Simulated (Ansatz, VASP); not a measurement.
# TaN: VASP beside Ansatz

File INCAR:

```
SYSTEM = TaN
  PREC = Accurate
  ENCUT = 520
  EDIFF = 1E-7
  ISMEAR = 0
  SIGMA = 0.15
  LREAL = .FALSE.
  LASPH = .TRUE.
  NELM = 60
  ALGO = Normal
  ISIF = 2
  LWAVE = .FALSE.
  LCHARG = .FALSE.
  GGA = PS
  NBANDS = 15
```

File KPOINTS:

```
regular mesh
0
G
  18 18 16
  0 0 0
```

Contents of POSCAR:

```
TaN
1.0
    2.9379988584      0.0000000000      0.0000000000
   -1.4689994292      2.5443816477      0.0000000000
    0.0000000000      0.0000000000      2.8830000000
Ta N
1 1
Direct
    0.4030759781      0.7177218261      0.5450585538
    0.0000000000      0.0000000000      0.0000000000
```

Input for Ansatz:

```yaml
crystal:
  lattice:
    - [2.9379988584, 0.0, 0.0]
    - [-1.4689994292, 2.5443816477, 0.0]
    - [0.0, 0.0, 2.883]
  atoms:
    - { symbol: Ta, position: [0.4030759781, 0.7177218261, 0.5450585538] }
    - { symbol: "N", position: [0.0, 0.0, 0.0] }
basis:
  ecutwfc: 420
kpoints:
  mp_grid: { grid: [18, 18, 16] }
hamiltonian:
  xc: pbesol
scf:
  occupations: { method: gaussian, width: 0.15 }
output:
  forces: true
  stress: true
  eigenvalues: true
```

Change from the starting cell: all Ta atoms moved +0.225 Å, as atom 1 along Cartesian [1 1 1].

Alike in both runs: task single point; functional PBEsol; k mesh 18 × 18 × 16; occupations gaussian, width 0.15 eV; no spin polarisation.

|  | VASP | Ansatz |
| --- | --- | --- |
| version | VASP 6.6.1 | Ansatz 0.2.0 |
| potentials or method | VASP PAW PBE potentials, release 64 (Ta_pv, N), cutoff 520 eV | scalar-relativistic, plane waves, PAW |
| valence electrons in the cell | 16 | 18 |

|  | VASP | Ansatz | Ansatz less VASP |
| --- | --- | --- | --- |
| gap on the k mesh at the Fermi level (eV) | none | none | - |
| pressure (GPa) | 4.7 | 3.8 | -0.91 |
| traceless stress, the component that is largest in VASP (GPa) | 7.96 | 7.82 | -0.139 |
| rms of the force components (eV/Å) | 1.970 | 1.946 | -0.0237 |

VASP's potentials were made for PBE, not for PBEsol. Atom by atom the forces differ by 0.024 eV/Å (rms over components). A gap of «none» marks a metal or a gap that the smearing closes. VASP's potentials hold 16 valence electrons a cell and Ansatz's 18, so a difference there can come from the potentials and not from the codes.

Spin-orbit coupling is off throughout.
